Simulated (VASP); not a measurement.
Input of a VASP 6.6.1 run:

INCAR

```
ALGO = Normal ; EDIFF = 1E-7
ENCUT = 520 ; GGA = PE
ISIF = 2 ; ISMEAR = 0
LASPH = True ; LCHARG = False
LREAL = False ; LWAVE = False
NBANDS = 16 ; NELM = 60
PREC = Accurate ; SIGMA = 0.05
```

The input KPOINTS:

```
k-points
0
Gamma
  9 9 6
```

Contents of POSCAR:

```
MgO
1.0
    3.3453000000      0.0000000000      0.0000000000
   -1.6726500000      2.8971147833      0.0000000000
    0.0000000000      0.0000000000      4.4090000000
Mg O
2 2
Direct
    0.6666666667      0.3333333333      0.7500000000
    0.3333333333      0.6666666667      0.2500000000
    0.6666666667      0.3333333333      0.2500000000
    0.3333333333      0.6666666667      0.7500000000
```

Potentials or basis: VASP PAW PBE potentials, release 64 (Mg, O).

Run with:

```console
$ cat potpaw_PBE.64/Mg/POTCAR potpaw_PBE.64/O/POTCAR > POTCAR
$ mpirun -np 1 vasp_std > vasp.out
```

(1) What does it give for the band gap on the k mesh?

(2) Estimate the pressure.

## Answers

(1) 3.50 eV, direct.

(2) 10.3 GPa.
